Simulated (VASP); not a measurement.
# WC (P-6m2) in VASP: notebook

WC is run at these levels: revPBE, LDA; tasks: single point.

All numbers are computed with VASP 6.6.1; they aren't measurements. Logs are shortened: lines on timing, memory, paths and dates and some standing lists are left out, and cuts for length are marked.

### Step 1. The cell of the first run

The structure is hexagonal, space group P-6m2 (No. 187). Conventional cell: a = 2.964 Å, b = 2.964 Å, c = 2.892 Å, α = 90.00°, β = 90.00°, γ = 120.00°. Within 3.0 Å of W (site symmetry -6m2) lie 6 C at 2.24 Å and 8 W at 2.89 to 2.96 Å. C (site symmetry -6m2) has 6 W at 2.24 Å and 8 C at 2.89 to 2.96 Å within 3.0 Å.

### Step 2. Single point, revPBE

The input, INCAR:

```
SYSTEM = WC
PREC = Accurate
ENCUT = 520
EDIFF = 1E-7
ISMEAR = -1
SIGMA = 0.05
LREAL = .FALSE.
LASPH = .TRUE.
NELM = 60
ALGO = Normal
ISIF = 2
LWAVE = .FALSE.
LCHARG = .FALSE.
GGA = RE
NBANDS = 16
```

The input, KPOINTS:

```
regular mesh
0
G
  10 10 9
  0 0 0
```

The input, POSCAR:

```
WC
1.0
    2.9635046684      0.0000000000      0.0000000000
   -1.4817523342      2.5664703270      0.0000000000
    0.0000000000      0.0000000000      2.8922337321
W C
1 1
Direct
    0.0000000000      0.0000000000      0.0000000000
    0.6666666667      0.3333333333      0.5000000000
```

Potentials or basis: VASP PAW PBE potentials, release 64 (W_sv, C).

On the command line:

```
$ cat potpaw_PBE.64/W_sv/POTCAR potpaw_PBE.64/C/POTCAR > POTCAR
$ mpirun -np 1 vasp_std > vasp.out
```

OUTCAR:

```text
SYSTEM = WC
   PREC = Accurate
   ENCUT = 520
   EDIFF = 1E-7
   ISMEAR = -1
   LREAL = .FALSE.
   LASPH = .TRUE.
   NELM = 60
   ISIF = 2
   GGA = RE

 ion  position               nearest neighbor table
   1  0.000  0.000  0.000-   2 2.24   2 2.24   2 2.24   2 2.24   2 2.24   2 2.24
   2  0.667  0.333  0.500-   1 2.24   1 2.24   1 2.24   1 2.24   1 2.24   1 2.24

  LATTYP: Found a hexagonal cell.
 ALAT       =     2.9635046684
 C/A-ratio  =     0.9759504559

  Lattice vectors:

 A1 = (   2.9635046684,   0.0000000000,   0.0000000000)
 A2 = (  -1.4817523342,   2.5664703270,   0.0000000000)
 A3 = (   0.0000000000,   0.0000000000,   2.8922337321)

Analysis of symmetry for initial positions (statically):
=====================================================================
 Subroutine PRICEL returns:
 Original cell was already a primitive cell.

 Routine SETGRP: Setting up the symmetry group for a
 hexagonal supercell.

 Subroutine GETGRP returns: Found 12 space group operations
 (whereof 12 operations were pure point group operations)
 out of a pool of 24 trial point group operations.

The static configuration has the point symmetry D_3h.

Analysis of symmetry for dynamics (positions and initial velocities):
=====================================================================
 Subroutine PRICEL returns:
 Original cell was already a primitive cell.

 Routine SETGRP: Setting up the symmetry group for a
 hexagonal supercell.

 Subroutine GETGRP returns: Found 12 space group operations
 (whereof 12 operations were pure point group operations)
 out of a pool of 24 trial point group operations.

The dynamic configuration has the point symmetry D_3h.

 Subroutine INISYM returns: Found 12 space group operations
 (whereof 12 operations are pure point group operations),
 and found     1 'primitive' translations

----------------------------------------------------------------------------------------

                                     Primitive cell

  volume of cell :      21.9976

  direct lattice vectors                    reciprocal lattice vectors
     2.963504668  0.000000000  0.000000000     0.337438308  0.194820098  0.000000000
    -1.481752334  2.566470327  0.000000000     0.000000000  0.389640196  0.000000000
     0.000000000  0.000000000  2.892233732     0.000000000  0.000000000  0.345753522

  length of vectors
     2.963504668  2.963504668  2.892233732     0.389640196  0.389640196  0.345753522

  position of ions in fractional coordinates (direct lattice)
     0.000000000  0.000000000  0.000000000
     0.666666667  0.333333333  0.500000000

  ion indices of the primitive-cell ions
   primitive index   ion index
                 1           1
                 2           2

----------------------------------------------------------------------------------------

 KPOINTS: regular mesh

Automatic generation of k-mesh.
 Grid dimensions read from file:
 generate k-points for:   10   10    9

 Generating k-lattice:

  Cartesian coordinates                     Fractional coordinates (reciprocal lattice)
     0.033743831  0.019482010  0.000000000     0.100000000 -0.000000000  0.000000000
     0.000000000  0.038964020  0.000000000     0.000000000  0.100000000  0.000000000
     0.000000000  0.000000000  0.038417058     0.000000000  0.000000000  0.111111111

  Length of vectors
     0.038964020  0.038964020  0.038417058

  Shift w.r.t. Gamma in fractional coordinates (k-lattice)
     0.000000000  0.000000000  0.000000000

 Subroutine IBZKPT returns following result:
 ===========================================

 Found     70 irreducible k-points:

 Following reciprocal coordinates:
            Coordinates               Weight
  0.000000  0.000000  0.000000      1.000000
  0.100000  0.000000  0.000000      6.000000
  0.200000  0.000000  0.000000      6.000000
  0.300000  0.000000  0.000000      6.000000
  0.400000  0.000000  0.000000      6.000000
  0.500000  0.000000  0.000000      3.000000
[... 16 lines left out ...]
  0.300000  0.100000  0.111111     24.000000
  0.400000  0.100000  0.111111     24.000000
 [... further k-points ...]
   k-points           NKPTS =     70   k-points in BZ     NKDIM =     70   number of bands    NBANDS=     16
   number of dos      NEDOS =    301   number of ions     NIONS =      2
   total plane-waves  NPLWV =  13824
   dimension x,y,z NGX =    24 NGY =   24 NGZ =   24
   dimension x,y,z NGXF=    48 NGYF=   48 NGZF=   48
   ions per type =               1   1
   NGX,Y,Z   is equivalent  to a cutoff of  13.46, 13.46, 13.80 a.u.
   NGXF,Y,Z  is equivalent  to a cutoff of  26.93, 26.93, 27.59 a.u.
 SYSTEM =  WC
   PREC   = accura    normal or accurate (medium, high low for compatibility)
   ISTART =      0    job   : 0-new  1-cont  2-samecut
   ICHARG =      2    charge: 1-file 2-atom 10-const
   ISPIN  =      1    spin polarized calculation?
   LNONCOLLINEAR =      F non collinear calculations
   LSORBIT =      F    spin-orbit coupling
   LASPH  =      T    aspherical Exc in radial PAW
   ENCUT  =  520.0 eV  38.22 Ry    6.18 a.u.   5.51  5.51  5.38*2*pi/ulx,y,z
   NELM   =     60;   NELMIN=  2; NELMDL= -5     # of ELM steps
   EDIFF  = 0.1E-06   stopping-criterion for ELM
   LREAL  =      F    real-space projection
   EDIFFG = 0.1E-05   stopping-criterion for IOM
   NSW    =      0    number of steps for IOM
   IBRION =     -1    ionic relax: 0-MD 1-quasi-New 2-CG
   NFREE  =      0    steps in history (QN), initial steepest desc. (CG)
   ISIF   =      2    stress and relaxation
   ISYM   =      2    0-nonsym 1-usesym 2-fastsym
   POTIM  = 0.5000    time-step for ionic-motion
   TEBEG  =    0.0;   TEEND  =   0.0 temperature during run
   PSTRESS=    0.0 pullay stress
   NELECT =      18.0000    total number of electrons
   NUPDOWN=      -1.0000    fix difference up-down
   EMIN   =  10.00;   EMAX   =-10.00  energy-range for DOS
   EFERMI =   0.00;   METHOD = LEGACY
   ISMEAR =    -1;   SIGMA  =   0.05  broadening in eV -4-tet -1-fermi 0-gaus
   EFERMI_NEDOS =   21; number of points for ismear=-14 and -15
   IALGO  =     38    algorithm
   IMIX   =      4    mixing-type and parameters
     AMIX     =   0.40;   BMIX     =  1.00
     AMIX_MAG =   1.60;   BMIX_MAG =  1.00
  volume/ion in A,a.u.               =      11.00        74.22
  Fermi-wavevector in a.u.,A,eV,Ry     =   1.531231  2.893606 31.901131  2.344667
  Thomas-Fermi vector in A             =   2.638604
   LORBIT       =      0    0 simple, 1 ext, 2 COOP (PROOUT), +10 PAW based schemes
   GGA     = RE    functional components
   LHFCALC =     F    Hartree Fock is set to
   AEXX    =    0.0000 exact exchange contribution
   IVDW    =     0    specifies the selected vdW correction
   LEPSILON=     F    determine dielectric tensor
   LRPA    =     F    only Hartree local field effects (RPA)
 non-spin polarized calculation
  energy-cutoff  :      520.00
  volume of cell :       22.00
 maximum number of plane-waves:       611
 NGX is ok and might be reduce to    24
   NGX = 11   NGY = 11   NGZ = 11

 number of electron      18.0000001 magnetization

 Free energy of the ion-electron system (eV)
  ---------------------------------------------------
  ext. energy  EPLUGINS =         0.00000000
  ---------------------------------------------------
  free energy    TOTEN  =       -21.57348270 eV

  energy without entropy =      -21.57142519  energy(sigma->0) =      -21.57245395

 E-fermi :  10.3465     XC(G=0): -13.4418

 val. band max:       10.2723315856   @ k =   0.0000   0.0000   0.3333
 cond. band min:      10.3688375981   @ k =   0.1000   0.0000   0.3333
 fundamental gap:      0.0965060126
 Fermi energy:        10.3465470156

 k-point     1 :       0.0000    0.0000    0.0000
  band No.  band energies     occupation
      1     -63.8196      2.00000
      2     -27.7986      2.00000
      3     -27.7109      2.00000
      4     -27.7109      2.00000
      5      -3.7114      2.00000
      6       6.3387      2.00000
[... 8 lines left out ...]
     15      24.1209      0.00000
     16      26.5238      0.00000

 k-point     2 :       0.1000    0.0000    0.0000
  band No.  band energies     occupation
      1     -63.8154      2.00000
      2     -27.7903      2.00000
      3     -27.7763      2.00000
      4     -27.7259      2.00000
      5      -3.4710      2.00000
      6       6.3605      2.00000
[... 8 lines left out ...]
     15      23.7512      0.00000
     16      27.0359      0.00000

 k-point     3 :       0.2000    0.0000    0.0000
  band No.  band energies     occupation
      1     -63.8044      2.00000
      2     -27.9447      2.00000
      3     -27.7683      2.00000
      4     -27.7650      2.00000
      5      -2.8058      2.00000
      6       5.6253      2.00000
[... 8 lines left out ...]
     15      23.6341      0.00000
     16      28.2128      0.00000

 k-point     4 :       0.3000    0.0000    0.0000
  band No.  band energies     occupation
      1     -63.7908      2.00000
      2     -28.1470      2.00000
      3     -27.8128      2.00000
      4     -27.7411      2.00000
      5      -1.8788      2.00000
      6       4.6429      2.00000
[... 8 lines left out ...]
     15      24.4444      0.00000
     16      26.8729      0.00000
[... 324 lines left out ...]
 k-point    22 :       0.2000    0.1000    0.1111
  band No.  band energies     occupation
      1     -63.7920      2.00000
      2     -28.0538      2.00000
      3     -27.8201      2.00000
      4     -27.8058      2.00000
      5      -2.0166      2.00000
      6       5.1794      2.00000
[... 8 lines left out ...]
     15      23.5675      0.00000
     16      27.3304      0.00000

 k-point    23 :       0.3000    0.1000    0.1111
  band No.  band energies     occupation
      1     -63.7797      2.00000
      2     -28.2214      2.00000
      3     -27.8606      2.00000
      4     -27.7939      2.00000
      5      -1.1425      2.00000
      6       4.3153      2.00000
[... 8 lines left out ...]
     15      23.9618      0.00000
     16      26.3153      0.00000

 k-point    24 :       0.4000    0.1000    0.1111
  band No.  band energies     occupation
      1     -63.7721      2.00000
      2     -28.3229      2.00000
      3     -27.8943      2.00000
      4     -27.7777      2.00000
      5      -0.4938      2.00000
      6       3.7492      2.00000
[... 8 lines left out ...]
     15      22.9802      0.00000
     16      27.0974      0.00000

 [... further k-points ...]
[... 5 lines left out ...]
  --------------------------------------------------------------------------------------
  -------------------------------------------------------------------------------------
  Total       -1.4591394     -1.4591394     -1.9409803      0.0000000      0.0000000      0.0000000
  in kB     -106.2752490   -106.2752490   -141.3697425      0.0000000      0.0000000      0.0000000
  external PRESSURE =    -117.9734135 kB  Pullay stress =       0.0000000 kB

 VOLUME and BASIS-vectors are now :
 -----------------------------------------------------------------------------
  energy-cutoff  :      520.00
  volume of cell :       22.00
      direct lattice vectors                 reciprocal lattice vectors
     2.963504668  0.000000000  0.000000000     0.337438308  0.194820098  0.000000000
    -1.481752334  2.566470327  0.000000000     0.000000000  0.389640196  0.000000000
     0.000000000  0.000000000  2.892233732     0.000000000  0.000000000  0.345753522

 POSITION                                       TOTAL-FORCE (eV/Angst)
 -----------------------------------------------------------------------------------
      0.00000      0.00000      0.00000        -0.000000      0.000000      0.000000
      1.48175      0.85549      1.44612         0.000000     -0.000000      0.000000
 -----------------------------------------------------------------------------------
    total drift:                               -0.000000      0.000000      0.000000

  FREE ENERGIE OF THE ION-ELECTRON SYSTEM (eV)
  ---------------------------------------------------
  free  energy   TOTEN  =       -21.5734827000 eV

  energy  without entropy=      -21.5714251909  energy(sigma->0) =      -21.57245395
```

It took 12 s on 1 thread of AMD EPYC 9R45 (Zen 5), shared host; peak memory 0.12 GiB.

Results:

- Free energy: -21.5735 eV
- Pressure: -11.8 GPa
- Band gap on the k mesh: zero (bands 9 and 10 overlap by 1.10 eV)

Stress tensor (GPa, compression positive):
```
-10.63   0.00   0.00
  0.00 -10.63   0.00
  0.00   0.00 -14.14
```

Caveat: the cell stands under tension; the PAW data sets were made with another functional, which shifts forces and pressure a little; spin-orbit coupling is left out, which moves the levels of the heavy elements.

### Step 3. Single point, LDA

The input, INCAR:

```
SYSTEM = WC
  PREC = Accurate
  ENCUT = 520
  EDIFF = 1E-6
  ISMEAR = -1
  SIGMA = 0.05
  LREAL = .FALSE.
  LASPH = .TRUE.
  NELM = 80
  ALGO = Normal
  ISIF = 2
  LWAVE = .FALSE.
  LCHARG = .FALSE.
  GGA = CA
  NBANDS = 16
```

KPOINTS is that of step 2.

POSCAR is that of step 2.

Potentials or basis: VASP PAW LDA potentials, release 64 (W_sv, C).

On the command line:

```
$ cat potpaw_LDA.64/W_sv/POTCAR potpaw_LDA.64/C/POTCAR > POTCAR
$ mpirun -np 1 vasp_std > vasp.out
```

OUTCAR:

```text
SYSTEM = WC
   PREC = Accurate
   ENCUT = 520
   EDIFF = 1E-6
   ISMEAR = -1
   LREAL = .FALSE.
   LASPH = .TRUE.
   NELM = 80
   ISIF = 2
   GGA = CA

 ion  position               nearest neighbor table
   1  0.000  0.000  0.000-   2 2.24   2 2.24   2 2.24   2 2.24   2 2.24   2 2.24
   2  0.667  0.333  0.500-   1 2.24   1 2.24   1 2.24   1 2.24   1 2.24   1 2.24

  LATTYP: Found a hexagonal cell.
 ALAT       =     2.9635046684
 C/A-ratio  =     0.9759504559

  Lattice vectors:
[... 192 lines left out ...]
      5      -3.6816      2.00000
      6       6.1565      2.00000
[... 433 lines left out ...]
      3     -27.8419      2.00000
      4     -27.7263      2.00000
      5      -0.4195      2.00000
      6       3.6290      2.00000
[... 8 lines left out ...]
     15      22.7696      0.00000
     16      26.8913      0.00000

 [... further k-points ...]
[... 5 lines left out ...]
  --------------------------------------------------------------------------------------
  -------------------------------------------------------------------------------------
  Total       -3.5275828     -3.5275828     -4.2679386      0.0000000      0.0000000      0.0000000
  in kB     -256.9286579   -256.9286579   -310.8518772      0.0000000      0.0000000      0.0000000
  external PRESSURE =    -274.9030643 kB  Pullay stress =       0.0000000 kB

 VOLUME and BASIS-vectors are now :
 -----------------------------------------------------------------------------
  energy-cutoff  :      520.00
  volume of cell :       22.00
      direct lattice vectors                 reciprocal lattice vectors
     2.963504668  0.000000000  0.000000000     0.337438308  0.194820098  0.000000000
    -1.481752334  2.566470327  0.000000000     0.000000000  0.389640196  0.000000000
     0.000000000  0.000000000  2.892233732     0.000000000  0.000000000  0.345753522

 POSITION                                       TOTAL-FORCE (eV/Angst)
 -----------------------------------------------------------------------------------
      0.00000      0.00000      0.00000         0.000000     -0.000000      0.000000
      1.48175      0.85549      1.44612        -0.000000      0.000000      0.000000
 -----------------------------------------------------------------------------------
    total drift:                               -0.000000      0.000000      0.000000

  FREE ENERGIE OF THE ION-ELECTRON SYSTEM (eV)
  ---------------------------------------------------
  free  energy   TOTEN  =       -24.5579826326 eV

  energy  without entropy=      -24.5561668171  energy(sigma->0) =      -24.55707472
```

OSZICAR:

```text
N       E                     dE             d eps       ncg     rms          rms(c)
DAV:   1     0.106070027949E+03    0.10607E+03   -0.93422E+03  2240   0.124E+03
DAV:   2    -0.243918833969E+02   -0.13046E+03   -0.12604E+03  2608   0.332E+02
DAV:   3    -0.276614775663E+02   -0.32696E+01   -0.32559E+01  2504   0.499E+01
DAV:   4    -0.276807432224E+02   -0.19266E-01   -0.19265E-01  2896   0.433E+00
DAV:   5    -0.276808964507E+02   -0.15323E-03   -0.15323E-03  2504   0.370E-01    0.291E+01
DAV:   6    -0.247184075227E+02    0.29625E+01   -0.61059E+00  2744   0.258E+01    0.696E+00
DAV:   7    -0.245981849136E+02    0.12022E+00   -0.55113E-01  2496   0.579E+00    0.560E+00
DAV:   8    -0.245593901489E+02    0.38795E-01   -0.10035E-01  2472   0.248E+00    0.921E-01
DAV:   9    -0.245582331512E+02    0.11570E-02   -0.35896E-03  2384   0.495E-01    0.128E-01
DAV:  10    -0.245579818894E+02    0.25126E-03   -0.33811E-04  2920   0.218E-01    0.463E-02
DAV:  11    -0.245579832453E+02   -0.13559E-05   -0.14166E-05  2416   0.334E-02    0.788E-03
DAV:  12    -0.245579826326E+02    0.61261E-06   -0.21944E-06  2248   0.121E-02
   1 F= -.24557983E+02 E0= -.24557075E+02  d E =-.181582E-02
```

stdout:

```text
POSCAR found type information on POSCAR W C
 POSCAR found :  2 types and       2 ions
 scaLAPACK will be used
 LDA part: xc-table for (Slater(with rela. corr.)+CA(PZ))
 , standard interpolation
 POSCAR, INCAR and KPOINTS ok, starting setup
 FFT: planning ... GRIDC
 FFT: planning ... GRID_SOFT
 FFT: planning ... GRID
 WAVECAR not read
 entering main loop
```

It took 11 s on 1 thread of AMD EPYC 9R45 (Zen 5), shared host; peak memory 0.11 GiB.

What came out:

* Free energy: -24.5580 eV
* Pressure: -27.5 GPa
* Band gap on the k mesh: zero (bands 9 and 10 overlap by 1.14 eV)

Levels at points of the mesh, in eV from the Fermi level:
| k point | band 6 | band 7 | band 8 | band 9 | band 10 | band 11 | band 12 | band 13 |
| --- | --- | --- | --- | --- | --- | --- | --- | --- |
| (0.00, 0.00, 0.00) | -4.00 | -3.10 | -3.10 | 0.11 | 2.92 | 2.92 | 5.29 | 5.29 |
| (0.50, 0.00, 0.00) | -6.69 | -3.38 | -3.30 | -0.40 | 2.12 | 4.16 | 4.49 | 6.47 |

Caveat: the cell stands under tension; spin-orbit coupling is left out, which moves the levels of the heavy elements.
